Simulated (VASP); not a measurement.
# InSb (F-43m) in VASP: settings compared

InSb is run at these levels: PBE, r2SCAN, HSE06, PBE-based global hybrid with 50 % exact exchange; tasks: single point.

Everything below comes from runs of VASP 6.6.1. Logs are shortened: lines on timing, memory, paths and dates and some standing lists are left out, and cuts for length are marked.

## 1. The cell of the first run

Symmetry: F-43m, No. 216, cubic system. Conventional cell: a = 6.559 Å, b = 6.559 Å, c = 6.559 Å, α = 90.00°, β = 90.00°, γ = 90.00°. Within 3.7 Å of In (site symmetry -43m) lie 4 Sb at 2.84 Å. Within 3.7 Å of Sb (site symmetry -43m) lie 4 In at 2.84 Å.

## 2. Single point, PBE

The input, INCAR:

```
SYSTEM = InSb
  PREC = Accurate
  ENCUT = 520
  EDIFF = 1E-6
  ISMEAR = -1
  SIGMA = 0.02
  LREAL = .False.
  LASPH = .True.
  NELM = 60
  ALGO = Normal
  ISIF = 2
  LWAVE = .False.
  LCHARG = .False.
  GGA = PE
  NBANDS = 16
```

The input, KPOINTS:

```
Automatic mesh
0
Gamma
  4 4 4
  0 0 0
```

The input, POSCAR:

```
InSb
1.0
    0.0000000000      3.2795130145      3.2795130145
    3.2795130145      0.0000000000      3.2795130145
    3.2795130145      3.2795130145      0.0000000000
In Sb
1 1
Direct
    0.0000000000      0.0000000000      0.0000000000
    0.2500000000      0.2500000000      0.2500000000
```

Potentials or basis: VASP PAW PBE potentials, release 64 (In_d, Sb).

Command:

```
$ cat potpaw_PBE.64/In_d/POTCAR potpaw_PBE.64/Sb/POTCAR > POTCAR
$ mpirun -np 1 vasp_std > vasp.out
```

OUTCAR:

```text
SYSTEM = InSb
   PREC = Accurate
   ENCUT = 520
   EDIFF = 1E-6
   ISMEAR = -1
   LREAL = .False.
   LASPH = .True.
   NELM = 60
   ISIF = 2
   GGA = PE

 ion  position               nearest neighbor table
   1  0.000  0.000  0.000-   2 2.84   2 2.84   2 2.84   2 2.84
   2  0.250  0.250  0.250-   1 2.84   1 2.84   1 2.84   1 2.84

  LATTYP: Found a face centered cubic cell.
 ALAT       =     6.5590260290

  Lattice vectors:

 A1 = (   0.0000000000,   3.2795130145,   3.2795130145)
 A2 = (   3.2795130145,   0.0000000000,   3.2795130145)
 A3 = (   3.2795130145,   3.2795130145,   0.0000000000)

Analysis of symmetry for initial positions (statically):
=====================================================================
 Subroutine PRICEL returns:
 Original cell was already a primitive cell.

 Routine SETGRP: Setting up the symmetry group for a
 face centered cubic supercell.

 Subroutine GETGRP returns: Found 24 space group operations
 (whereof 24 operations were pure point group operations)
 out of a pool of 48 trial point group operations.

The static configuration has the point symmetry T_d .

Analysis of symmetry for dynamics (positions and initial velocities):
=====================================================================
 Subroutine PRICEL returns:
 Original cell was already a primitive cell.

 Routine SETGRP: Setting up the symmetry group for a
 face centered cubic supercell.

 Subroutine GETGRP returns: Found 24 space group operations
 (whereof 24 operations were pure point group operations)
 out of a pool of 48 trial point group operations.

The dynamic configuration has the point symmetry T_d .

 Subroutine INISYM returns: Found 24 space group operations
 (whereof 24 operations are pure point group operations),
 and found     1 'primitive' translations

----------------------------------------------------------------------------------------

                                     Primitive cell

  volume of cell :      70.5437

  direct lattice vectors                    reciprocal lattice vectors
     0.000000000  3.279513014  3.279513014    -0.152461661  0.152461661  0.152461661
     3.279513014  0.000000000  3.279513014     0.152461661 -0.152461661  0.152461661
     3.279513014  3.279513014  0.000000000     0.152461661  0.152461661 -0.152461661

  length of vectors
     4.637931783  4.637931783  4.637931783     0.264071342  0.264071342  0.264071342

  position of ions in fractional coordinates (direct lattice)
     0.000000000  0.000000000  0.000000000
     0.250000000  0.250000000  0.250000000

  ion indices of the primitive-cell ions
   primitive index   ion index
                 1           1
                 2           2

----------------------------------------------------------------------------------------

 KPOINTS: Automatic mesh

Automatic generation of k-mesh.
 Grid dimensions read from file:
 generate k-points for:    4    4    4

 Generating k-lattice:

  Cartesian coordinates                     Fractional coordinates (reciprocal lattice)
    -0.038115415  0.038115415  0.038115415     0.250000000  0.000000000  0.000000000
     0.038115415 -0.038115415  0.038115415     0.000000000  0.250000000  0.000000000
     0.038115415  0.038115415 -0.038115415     0.000000000  0.000000000  0.250000000

  Length of vectors
     0.066017836  0.066017836  0.066017836

  Shift w.r.t. Gamma in fractional coordinates (k-lattice)
     0.000000000  0.000000000  0.000000000

 Subroutine IBZKPT returns following result:
 ===========================================

 Found      8 irreducible k-points:

 Following reciprocal coordinates:
            Coordinates               Weight
  0.000000  0.000000  0.000000      1.000000
  0.250000  0.000000  0.000000      8.000000
  0.500000  0.000000  0.000000      4.000000
  0.250000  0.250000  0.000000      6.000000
  0.500000  0.250000  0.000000     24.000000
 -0.250000  0.250000  0.000000     12.000000
  0.500000  0.500000  0.000000      3.000000
 -0.250000  0.500000  0.250000      6.000000
   k-points           NKPTS =      8   k-points in BZ     NKDIM =      8   number of bands    NBANDS=     16
   number of dos      NEDOS =    301   number of ions     NIONS =      2
   total plane-waves  NPLWV =  46656
   dimension x,y,z NGX =    36 NGY =   36 NGZ =   36
   dimension x,y,z NGXF=    72 NGYF=   72 NGZF=   72
   ions per type =               1   1
   NGX,Y,Z   is equivalent  to a cutoff of  12.90, 12.90, 12.90 a.u.
   NGXF,Y,Z  is equivalent  to a cutoff of  25.81, 25.81, 25.81 a.u.
 SYSTEM =  InSb
   PREC   = accura    normal or accurate (medium, high low for compatibility)
   ISTART =      0    job   : 0-new  1-cont  2-samecut
   ICHARG =      2    charge: 1-file 2-atom 10-const
   ISPIN  =      1    spin polarized calculation?
   LNONCOLLINEAR =      F non collinear calculations
   LSORBIT =      F    spin-orbit coupling
   LASPH  =      T    aspherical Exc in radial PAW
[... 80 lines left out ...]
      9       4.1949      2.00000
     10       5.5390      0.00000
     11       8.4132      0.00000
     12       8.4132      0.00000
     13       9.3740      0.00000
     14      11.6283      0.00000
     15      12.0051      0.00000
     16      12.0051      0.00000

 k-point     3 :       0.5000    0.0000    0.0000
  band No.  band energies     occupation
      1      -9.8375      2.00000
      2      -9.7815      2.00000
      3      -9.7815      2.00000
      4      -9.7223      2.00000
      5      -9.7223      2.00000
      6      -4.4480      2.00000
      7      -0.7040      2.00000
      8       3.8040      2.00000
      9       3.8040      2.00000
     10       5.2244      0.00000
     11       8.5461      0.00000
     12       8.5461      0.00000
     13      10.8670      0.00000
     14      12.8442      0.00000
     15      13.8354      0.00000
     16      13.8354      0.00000

 k-point     4 :       0.2500    0.2500    0.0000
  band No.  band energies     occupation
      1      -9.8338      2.00000
      2      -9.7790      2.00000
      3      -9.7790      2.00000
      4      -9.7313      2.00000
      5      -9.7199      2.00000
      6      -5.0386      2.00000
      7       1.1006      2.00000
      8       3.4032      2.00000
      9       3.4032      2.00000
     10       6.3343      0.00000
     11       7.2024      0.00000
     12       9.9585      0.00000
     13       9.9585      0.00000
     14      10.7143      0.00000
     15      13.4438      0.00000
     16      13.5672      0.00000

 k-point     5 :       0.5000    0.2500    0.0000
  band No.  band energies     occupation
      1      -9.8496      2.00000
      2      -9.7729      2.00000
      3      -9.7699      2.00000
      4      -9.7314      2.00000
      5      -9.7198      2.00000
      6      -4.2169      2.00000
      7      -0.5670      2.00000
      8       2.2255      2.00000
      9       3.1117      2.00000
     10       6.5078      0.00000
     11       8.3580      0.00000
     12       9.7655      0.00000
     13      10.2801      0.00000
     14      12.9667      0.00000
     15      14.0637      0.00000
     16      14.3800      0.00000

 k-point     6 :      -0.2500    0.2500    0.0000
  band No.  band energies     occupation
      1      -9.8383      2.00000
      2      -9.7782      2.00000
      3      -9.7782      2.00000
      4      -9.7255      2.00000
      5      -9.7241      2.00000
      6      -4.5206      2.00000
      7      -0.0808      2.00000
      8       2.1507      2.00000
      9       3.7532      2.00000
     10       6.7117      0.00000
     11       9.1505      0.00000
     12       9.2080      0.00000
     13       9.4379      0.00000
     14      11.5753      0.00000
     15      12.8411      0.00000
     16      14.5030      0.00000

 k-point     7 :       0.5000    0.5000    0.0000
  band No.  band energies     occupation
      1      -9.8664      2.00000
      2      -9.7596      2.00000
      3      -9.7596      2.00000
      4      -9.7403      2.00000
      5      -9.7158      2.00000
      6      -3.8778      2.00000
      7      -1.0174      2.00000
      8       2.6087      2.00000
      9       2.6087      2.00000
     10       6.0994      0.00000
     11       6.1547      0.00000
     12      12.6822      0.00000
     13      12.6822      0.00000
     14      13.3374      0.00000
     15      14.8777      0.00000
     16      15.0476      0.00000

 k-point     8 :      -0.2500    0.5000    0.2500
  band No.  band energies     occupation
      1      -9.8549      2.00000
      2      -9.7729      2.00000
      3      -9.7618      2.00000
      4      -9.7318      2.00000
      5      -9.7216      2.00000
      6      -3.8462      2.00000
      7      -0.9181      2.00000
      8       2.0416      2.00000
      9       2.1700      2.00000
     10       8.1275      0.00000
     11       8.7340      0.00000
     12       8.8978      0.00000
     13       9.6821      0.00000
     14      13.5686      0.00000
     15      14.3584      0.00000
     16      15.0834      0.00000

------------------------ aborting loop because EDIFF is reached ----------------------------------------

  FORCE on cell =-STRESS in cart. coord.  units (eV):
  Direction    XX          YY          ZZ          XY          YZ          ZX
  --------------------------------------------------------------------------------------
  -------------------------------------------------------------------------------------
  Total        0.8114288      0.8114288      0.8114288      0.0000000      0.0000000      0.0000000
  in kB       18.4290495     18.4290495     18.4290495      0.0000000      0.0000000      0.0000000
  external PRESSURE =      18.4290495 kB  Pullay stress =       0.0000000 kB

 VOLUME and BASIS-vectors are now :
 -----------------------------------------------------------------------------
  energy-cutoff  :      520.00
  volume of cell :       70.54
      direct lattice vectors                 reciprocal lattice vectors
     0.000000000  3.279513014  3.279513014    -0.152461661  0.152461661  0.152461661
     3.279513014  0.000000000  3.279513014     0.152461661 -0.152461661  0.152461661
     3.279513014  3.279513014  0.000000000     0.152461661  0.152461661 -0.152461661

 POSITION                                       TOTAL-FORCE (eV/Angst)
 -----------------------------------------------------------------------------------
      0.00000      0.00000      0.00000         0.000000      0.000000      0.000000
      1.63976      1.63976      1.63976        -0.000000     -0.000000     -0.000000
 -----------------------------------------------------------------------------------
    total drift:                               -0.000000     -0.000000     -0.000000

  FREE ENERGIE OF THE ION-ELECTRON SYSTEM (eV)
  ---------------------------------------------------
  free  energy   TOTEN  =        -6.7999792845 eV

  energy  without entropy=       -6.7987858204  energy(sigma->0) =       -6.79938255
```

Wall time 13 s (1 thread of AMD EPYC 7R43 (Zen 3), shared host); peak memory 0.16 GiB.

What came out:

```yaml
Free_energy: -6.8000 eV
Pressure: 1.8 GPa
Band_gap_on_the_k_mesh: zero (filled and empty bands touch)
```

Caveat: the k points lie up to 0.41 Å⁻¹ apart; semilocal functionals underestimate gaps, so a narrow gap can read as zero; spin-orbit coupling is left out, which moves the levels of the heavy elements.

## 3. Single point, r2SCAN

POSCAR is that of step 2.

The input, INCAR.step1:

```
ALGO = Normal ; EDIFF = 1E-4
ENCUT = 520 ; GGA = PE
ISMEAR = -1 ; LASPH = True
LCHARG = False ; LREAL = False
LWAVE = True ; NBANDS = 16
NELM = 80 ; PREC = Accurate
SIGMA = 0.02
```

The input, INCAR.step2:

```
ALGO = Normal ; EDIFF = 1E-7
ENCUT = 520 ; ISIF = 2
ISMEAR = -1 ; ISTART = 1
LASPH = True ; LCHARG = False
LMIXTAU = True ; LREAL = False
LWAVE = False ; METAGGA = R2SCAN
NBANDS = 16 ; NELM = 80
PREC = Accurate ; SIGMA = 0.02
```

The input, KPOINTS:

```
k-points
0
Gamma
  4 4 4
```

Potentials or basis: VASP PAW PBE potentials, release 64 (In_d, Sb).

Command:

```
$ cat potpaw_PBE.64/In_d/POTCAR potpaw_PBE.64/Sb/POTCAR > POTCAR
$ cp INCAR.step1 INCAR
$ mpirun -np 1 vasp_std > vasp.out
$ cp INCAR.step2 INCAR
$ mpirun -np 1 vasp_std > vasp.out
```

Wall time 82 s (1 thread of AMD EPYC 7R43 (Zen 3), shared host); peak memory 0.18 GiB.

It converged, with:

```yaml
Free_energy: -48.6288 eV
Pressure: 0.3 GPa
```

Levels at points of the mesh, in eV from the Fermi level:
| k point | band 5 | band 6 | band 7 | band 8 | band 9 | band 10 | band 11 | band 12 | band 13 | band 14 |
| --- | --- | --- | --- | --- | --- | --- | --- | --- | --- | --- |
| (0.00, 0.00, 0.00) | -14.99 | -10.91 | -0.02 | -0.02 | -0.02 | -0.02 | 3.18 | 3.18 | 3.18 | 6.09 |
| (0.50, 0.00, 0.00) | -14.98 | -9.55 | -5.63 | -1.02 | -1.02 | 0.73 | 4.05 | 4.05 | 6.43 | 8.62 |
| (0.50, 0.50, 0.00) | -14.98 | -8.94 | -5.95 | -2.26 | -2.26 | 1.53 | 1.59 | 8.48 | 8.48 | 9.16 |

Caveat: the k points lie up to 0.41 Å⁻¹ apart; the PAW data sets were made with another functional, which shifts forces and pressure a little; spin-orbit coupling is left out, which moves the levels of the heavy elements.

## 4. Single point, HSE06

POSCAR is that of step 3.

The input, INCAR.step1:

```
ALGO     = Normal         # electronic algorithm
EDIFF    = 1E-5           # SCF threshold, eV
ENCUT    = 520            # plane-wave cutoff, eV
GGA      = PE             # functional
ISIF     = 2              # what is computed and relaxed
ISMEAR   = -1             # smearing method
LASPH    = True           # aspherical terms in the spheres
LREAL    = False          # projectors in reciprocal space
LWAVE    = True           # write WAVECAR
NBANDS   = 16             # bands
NELM     = 100            # most SCF steps
PREC     = Accurate       # precision mode
SIGMA    = 0.02           # smearing width, eV
```

The input, INCAR.step2:

```
ALGO     = Normal         # electronic algorithm
EDIFF    = 1E-6           # SCF threshold, eV
ENCUT    = 520            # plane-wave cutoff, eV
GGA      = PE             # functional
HFSCREEN = 0.2079         # screening, 1/A
ISIF     = 2              # what is computed and relaxed
ISMEAR   = -1             # smearing method
ISTART   = 1            
LASPH    = True           # aspherical terms in the spheres
LCHARG   = True           # write CHGCAR
LELF     = True           # ELF
LHFCALC  = True           # exact exchange
LREAL    = False          # projectors in reciprocal space
LVHAR    = True         
LWAVE    = False          # write WAVECAR
NBANDS   = 16             # bands
NELM     = 100            # most SCF steps
PREC     = Accurate       # precision mode
PRECFOCK = Normal       
SIGMA    = 0.02           # smearing width, eV
```

KPOINTS is that of step 3.

Command:

```
$ cat potpaw_PBE.64/In_d/POTCAR potpaw_PBE.64/Sb/POTCAR > POTCAR
$ cp INCAR.step1 INCAR
$ mpirun -np 1 vasp_std > vasp.out
$ cp INCAR.step2 INCAR
$ mpirun -np 1 vasp_std > vasp.out
```

Wall time 14 min (1 thread of AMD EPYC 7R43 (Zen 3), shared host); peak memory 0.29 GiB.

It converged, with:

- Free energy: -8.3390 eV
- Pressure: -0.6 GPa
- Band gap on the k mesh: 0.32 eV

Levels at points of the mesh, in eV from the valence-band top:
```
           k point  band 5  band 6  band 7  band 8  band 9  band 10  band 11  band 12  band 13  band 14
(0.00, 0.00, 0.00)  -16.25  -11.46    0.00    0.00    0.00     0.32     3.64     3.64     3.64     6.54
(0.50, 0.00, 0.00)  -16.25  -10.04   -5.89   -1.02   -1.02     1.11     4.51     4.51     6.90     9.09
(0.50, 0.50, 0.00)  -16.24   -9.40   -6.22   -2.32   -2.32     1.95     1.97     9.05     9.05     9.63
```

Caveat: the PAW data sets were made with another functional, which shifts forces and pressure a little; spin-orbit coupling is left out, which moves the levels of the heavy elements.

## 5. Single point, PBE-based global hybrid with 50 % exact exchange

POSCAR is that of step 4.

The input, INCAR.step1:

```
  ALGO = Normal
  EDIFF = 1E-5
  ENCUT = 520
  GGA = PE
  ISIF = 2
  ISMEAR = -1
  LASPH = T
  LCHARG = F
  LREAL = F
  LWAVE = T
  NBANDS = 16
  NELM = 60
  PREC = Accurate
  SIGMA = 0.02
```

The input, INCAR.step2:

```
  AEXX = 0.5
  ALGO = Normal
  EDIFF = 1E-6
  ENCUT = 520
  GGA = PE
  ISIF = 2
  ISMEAR = -1
  ISTART = 1
  LASPH = T
  LCHARG = F
  LHFCALC = T
  LREAL = F
  LWAVE = F
  NBANDS = 16
  NELM = 60
  PREC = Accurate
  PRECFOCK = Normal
  SIGMA = 0.02
```

KPOINTS is that of step 4.

Command:

```
$ cat potpaw_PBE.64/In_d/POTCAR potpaw_PBE.64/Sb/POTCAR > POTCAR
$ cp INCAR.step1 INCAR
$ mpirun -np 1 vasp_std > vasp.out
$ cp INCAR.step2 INCAR
$ mpirun -np 1 vasp_std > vasp.out
```

Wall time 18 min (1 thread of AMD EPYC 7R43 (Zen 3), shared host); peak memory 0.18 GiB.

It converged, with:

* Free energy: -12.6180 eV
* Pressure: -3.8 GPa
* Band gap on the k mesh: 2.76 eV

Levels at points of the mesh, in eV from the valence-band top:
```tsv
k point	band 7	band 8	band 9	band 10	band 11	band 12
(0.00, 0.00, 0.00)	0.00	0.00	0.00	2.76	5.98	5.98
(0.50, 0.00, 0.00)	-6.31	-1.09	-1.09	3.39	6.87	6.87
(0.50, 0.50, 0.00)	-6.66	-2.49	-2.49	4.14	4.14	11.84
```

Caveat: the cell stands under tension; the PAW data sets were made with another functional, which shifts forces and pressure a little; spin-orbit coupling is left out, which moves the levels of the heavy elements.

## 6. Summary

```csv
level,grid for exact exchange (PRECFOCK),share of exact exchange,screening parameter,gap on the mesh (eV),pressure (GPa)
PBE,-,-,-,none,1.8
r2SCAN,-,-,-,-,0.3
HSE06,Normal,0.25,0.2079 1/Å,0.32,-0.6
PBE-based global hybrid with 50 % exact exchange,Normal,0.5,-,2.76,-3.8
```

Alike in all rows: task single point; potentials or basis VASP PAW PBE potentials, release 64 (In_d, Sb); no spin polarisation; cell as given; k mesh 4 × 4 × 4; cutoff (eV) 520; smearing fermi-dirac 0.02 eV.

Caveats: some runs use coarse meshes; spin-orbit coupling is left out, which moves the levels of the heavy elements; the PAW data sets were made with another functional, which shifts forces and pressure a little (at least some runs); semilocal functionals underestimate gaps, so a narrow gap can read as zero (at least some runs); the cell stands under tension (at least some runs).

Total energies depend on the potentials used, so only differences within one code and one set of settings carry meaning.
